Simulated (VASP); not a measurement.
# MoS (Pm-3m) in VASP: single point with PBE+U

Aim: the single point of MoS with PBE+U.

Everything below comes from runs of VASP 6.6.1. Logs are shortened: lines on timing, memory, paths and dates and some standing lists are left out, and cuts for length are marked.

## Step 1: The cell of the first run

It takes space group Pm-3m (No. 221, cubic). Conventional cell: a = 3.155 Å, b = 3.155 Å, c = 3.155 Å, α = 90.00°, β = 90.00°, γ = 90.00°. Mo (site symmetry m-3m) has 8 S at 2.73 Å and 6 Mo at 3.16 Å within 3.6 Å. S (site symmetry m-3m) has 8 Mo at 2.73 Å and 6 S at 3.16 Å within 3.6 Å.

## Step 2: Single point, PBE+U, collinear spin

Input file INCAR:

```
  PREC = Accurate
  ENCUT = 520
  EDIFF = 1E-6
  ISMEAR = 0
  SIGMA = 0.1
  LREAL = F
  LASPH = T
  NELM = 150
  ALGO = Normal
  ISIF = 2
  LWAVE = F
  LCHARG = F
  ISPIN = 2
  MAGMOM = 2 -2 0 0
  LORBIT = 11
  LMAXMIX = 4
  LDAU = T
  LDAUTYPE = 2
  LDAUL = 2 -1
  LDAUU = 4.38 0
  LDAUJ = 0 0
  LDAUPRINT = 1
  GGA = PE
  NBANDS = 32
```

Input file KPOINTS:

```
regular mesh
0
Gamma
  14 14 7
```

Input file POSCAR:

```
MoS
1.0
    3.1550990695      0.0000000000      0.0000000000
    0.0000000000      3.1550990695      3.1550990695
    0.0000000000      0.0000000000      6.3101981390
Mo S
2 2
Direct
    1.0000000000      1.0000000000      0.0000000000
    1.0000000000      1.0000000000      0.5000000000
    0.5000000000      0.5000000000      0.0000000000
    0.5000000000      0.5000000000      0.5000000000
```

Potentials or basis: VASP PAW PBE potentials, release 64 (Mo_sv, S).

Started as:

```bash
cat potpaw_PBE.64/Mo_sv/POTCAR potpaw_PBE.64/S/POTCAR > POTCAR
mpirun -np 1 vasp_std > vasp.out
```

OUTCAR:

```text
PREC = Accurate
   ENCUT = 520
   EDIFF = 1E-6
   ISMEAR = 0
   LREAL = F
   LASPH = T
   NELM = 150
   ISIF = 2
   ISPIN = 2
   LORBIT = 11
   GGA = PE

 ion  position               nearest neighbor table
   1  0.000  0.000  0.000-   3 2.73   4 2.73   3 2.73   4 2.73   3 2.73   4 2.73   3 2.73   4 2.73
                             2 3.16   2 3.16   2 3.16   2 3.16
   2  0.000  0.000  0.500-   4 2.73   3 2.73   3 2.73   4 2.73   4 2.73   3 2.73   3 2.73   4 2.73
                             1 3.16   1 3.16   1 3.16   1 3.16
   3  0.500  0.500  0.000-   1 2.73   2 2.73   1 2.73   2 2.73   1 2.73   2 2.73   1 2.73   2 2.73

   4  0.500  0.500  0.500-   2 2.73   1 2.73   1 2.73   2 2.73   2 2.73   1 2.73   1 2.73   2 2.73

  LATTYP: Found a simple tetragonal cell.
 ALAT       =     4.4619838947
 C/A-ratio  =     0.7071067812

  Lattice vectors:

 A1 = (   0.0000000000,   3.1550990695,  -3.1550990695)
 A2 = (   0.0000000000,   3.1550990695,   3.1550990695)
 A3 = (   3.1550990695,   0.0000000000,   0.0000000000)

Analysis of symmetry for initial positions (statically):
=====================================================================
 Subroutine PRICEL returns following result:

  LATTYP: Found a simple cubic cell.
 ALAT       =     3.1550990695
[... 12 lines left out ...]
 Subroutine GETGRP returns: Found 16 space group operations
 (whereof 16 operations were pure point group operations)
 out of a pool of 16 trial point group operations.

The static configuration has the point symmetry D_4h.

Analysis of symmetry for dynamics (positions and initial velocities):
=====================================================================
 Subroutine PRICEL returns following result:

  LATTYP: Found a simple cubic cell.
 ALAT       =     3.1550990695
[... 12 lines left out ...]
 Subroutine GETGRP returns: Found 16 space group operations
[... 229 lines left out ...]
  o =  0.0968  v =  0.8400 -0.0000 -0.0000 -0.5426  0.0000  0.0000  0.0000  0.0000  0.0000  0.0000      0.0000  0.0000  0.0000  0.0000  0.0000  0.0000  0.0000  0.0000  0.0000  0.0000
  o =  0.1171  v = -0.0000 -0.0000  0.8660 -0.0000  0.5000  0.0000  0.0000  0.0000  0.0000  0.0000      0.0000  0.0000  0.0000  0.0000  0.0000  0.0000  0.0000  0.0000  0.0000  0.0000
  o =  0.1554  v =  0.0000  0.0000  0.5000  0.0000 -0.8660  0.0000  0.0000  0.0000  0.0000  0.0000      0.0000  0.0000  0.0000  0.0000  0.0000  0.0000  0.0000  0.0000  0.0000  0.0000
  o =  0.5708  v =  0.0000  0.0000  0.0000  0.0000  0.0000  0.0000 -1.0000 -0.0000 -0.0000  0.0000      0.0000  0.0000  0.0000  0.0000  0.0000  0.0000  0.0000  0.0000  0.0000  0.0000
  o =  0.6873  v =  0.0000  0.0000  0.0000  0.0000  0.0000  0.0000 -0.0000  0.5000  0.0000 -0.8660      0.0000  0.0000  0.0000  0.0000  0.0000  0.0000  0.0000  0.0000  0.0000  0.0000
  o =  0.6943  v =  0.0000  0.0000  0.0000  0.0000  0.0000  1.0000  0.0000  0.0000  0.0000  0.0000      0.0000  0.0000  0.0000  0.0000  0.0000  0.0000  0.0000  0.0000  0.0000  0.0000
  o =  0.6943  v =  0.0000  0.0000  0.0000  0.0000  0.0000  0.0000 -0.0000 -0.0000  1.0000  0.0000      0.0000  0.0000  0.0000  0.0000  0.0000  0.0000  0.0000  0.0000  0.0000  0.0000
  o =  0.7352  v =  0.0000  0.0000  0.0000  0.0000  0.0000  0.0000  0.0000  0.8660  0.0000  0.5000      0.0000  0.0000  0.0000  0.0000  0.0000  0.0000  0.0000  0.0000  0.0000  0.0000

 number of electron      40.0000003 magnetization      -0.0000000

 Free energy of the ion-electron system (eV)
  ---------------------------------------------------
  ext. energy  EPLUGINS =         0.00000000
  ---------------------------------------------------
  free energy    TOTEN  =       -21.36953933 eV

  energy without entropy =      -21.36319400  energy(sigma->0) =      -21.36636667

 E-fermi :  11.1557     XC(G=0): -12.1665

 val. band max:       11.1314002484   @ k =   0.1429   0.0000   0.2857
 cond. band min:      11.1648661901   @ k =   0.0000   0.3571   0.0000
 fundamental gap:      0.0334659416
 Fermi energy:        11.1556824597

 spin component 1

 k-point     1 :       0.0000    0.0000    0.0000
  band No.  band energies     occupation
      1     -51.1625      1.00000
      2     -49.3126      1.00000
      3     -25.4148      1.00000
      4     -25.4148      1.00000
      5     -25.1733      1.00000
      6     -23.3504      1.00000
[... 1673 lines left out ...]
     31      17.4550      0.00000
     32      18.2551      0.00000

 [... further k-points ...]

------------------------ aborting loop because EDIFF is reached ----------------------------------------

  FORCE on cell =-STRESS in cart. coord.  units (eV):
  Direction    XX          YY          ZZ          XY          YZ          ZX
  --------------------------------------------------------------------------------------
  -------------------------------------------------------------------------------------
  Total        2.5492775      1.3214731      1.3214731      0.0000000      0.0000000      0.0000000
  in kB       65.0217569     33.7054344     33.7054344      0.0000000      0.0000000      0.0000000
  external PRESSURE =      44.1442086 kB  Pullay stress =       0.0000000 kB

 VOLUME and BASIS-vectors are now :
 -----------------------------------------------------------------------------
  energy-cutoff  :      520.00
  volume of cell :       62.82
      direct lattice vectors                 reciprocal lattice vectors
     3.155099069  0.000000000  0.000000000     0.316947258  0.000000000  0.000000000
     0.000000000  3.155099069  3.155099069     0.000000000  0.316947258  0.000000000
     0.000000000  0.000000000  6.310198139     0.000000000 -0.158473629  0.158473629

 POSITION                                       TOTAL-FORCE (eV/Angst)
 -----------------------------------------------------------------------------------
      0.00000      0.00000      0.00000        -0.000000      0.000000      0.000000
      0.00000      0.00000      3.15510        -0.000000     -0.000000     -0.000000
      1.57755      1.57755      1.57755         0.000000      0.000000     -0.000000
      1.57755      1.57755      4.73265         0.000000      0.000000      0.000000
 -----------------------------------------------------------------------------------
    total drift:                               -0.000000     -0.000000      0.000000

  FREE ENERGIE OF THE ION-ELECTRON SYSTEM (eV)
  ---------------------------------------------------
  free  energy   TOTEN  =       -21.3695393300 eV

  energy  without entropy=      -21.3631940009  energy(sigma->0) =      -21.36636667

 total charge

# of ion       s       p       d       tot
------------------------------------------
    1        2.215   6.104   3.893  12.213
    2        2.215   6.104   3.893  12.213
    3        1.356   2.316   0.000   3.672
    4        1.356   2.316   0.000   3.672
--------------------------------------------------
tot          7.143  16.839   7.786  31.768

 magnetization (x)

# of ion       s       p       d       tot
------------------------------------------
    1        0.055   0.036   2.807   2.899
    2       -0.055  -0.036  -2.807  -2.899
    3        0.000   0.000   0.000   0.000
    4        0.000   0.000   0.000   0.000
--------------------------------------------------
tot          0.000   0.000  -0.000  -0.000
```

stdout:

```text
POSCAR found type information on POSCAR MoS
 POSCAR found :  2 types and       4 ions
 scaLAPACK will be used
 LDA part: xc-table for (Slater+PW92), standard interpolation
 POSCAR, INCAR and KPOINTS ok, starting setup
 FFT: planning ... GRIDC
 FFT: planning ... GRID_SOFT
 FFT: planning ... GRID
 WAVECAR not read
 entering main loop
```

Wall time 24 min (1 thread of Oxide Virtual Turin-like, shared host); peak memory 0.52 GiB.

What came out:

| Property | Result |
| --- | --- |
| Free energy | -21.3695 eV |
| Pressure | 4.4 GPa |
| Band gap on the k mesh | zero (filled and empty bands overlap) |
| Net moment | 0.00 μB per cell |
| Site moments | Mo +2.90, -2.90; S +0.00 μB |
| Valence electrons inside the program's atomic spheres | Mo 12.21; S 3.67 |

Stress tensor (GPa, compression positive):
```
6.50 0.00 0.00
0.00 3.37 0.00
0.00 0.00 3.37
```

Eigenvalues of the final occupation matrices:
```
    site  spin  trace               eigenvalues
site 1 d     1   3.38  0.57 0.69 0.69 0.69 0.74
site 1 d     2   0.55  0.09 0.10 0.10 0.12 0.16
site 2 d     1   0.55  0.09 0.10 0.10 0.12 0.16
site 2 d     2   3.38  0.57 0.69 0.69 0.69 0.74
```

Caveat: the cell stands under pressure.

The gap in the log of VASP goes by the Fermi energy; the results here count the filled bands.